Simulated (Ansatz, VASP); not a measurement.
## One calculation of SnO2, two programs

```
Sn O
1.0
     1.61677    0.93344    4.91826
    -1.61677    0.93344    4.91826
     0.00000   -1.86688    4.91826
Sn O
1 2
Direct
  0.50000 0.50000 0.50000
  0.23488 0.23488 0.23488
  0.76512 0.76512 0.76512
```

Alike in both runs: functional PBE; k mesh 12 × 12 × 12; occupations gaussian, width 0.02 eV; no spin polarisation.

Ansatz relaxed the structure, and its values are those at the end. VASP's run is a single point on that final structure, the one shown.

```csv
,VASP,Ansatz
version,VASP 6.6.1,Ansatz 0.2.0
potentials or method,"VASP PAW PBE potentials, release 64 (Sn_d, O), cutoff 520 eV","scalar-relativistic, plane waves, PAW"
valence electrons in the cell,26,26
```

```csv
,VASP,Ansatz,Ansatz less VASP
gap on the k mesh at the Fermi level (eV),2.00,2.02,+0.022
least direct gap on the mesh (eV),2.18,2.20,+0.016
pressure (GPa),0.6,0.0,-0.58
rms of the force components (eV/Å),0.026,0.000,-0.0262
```
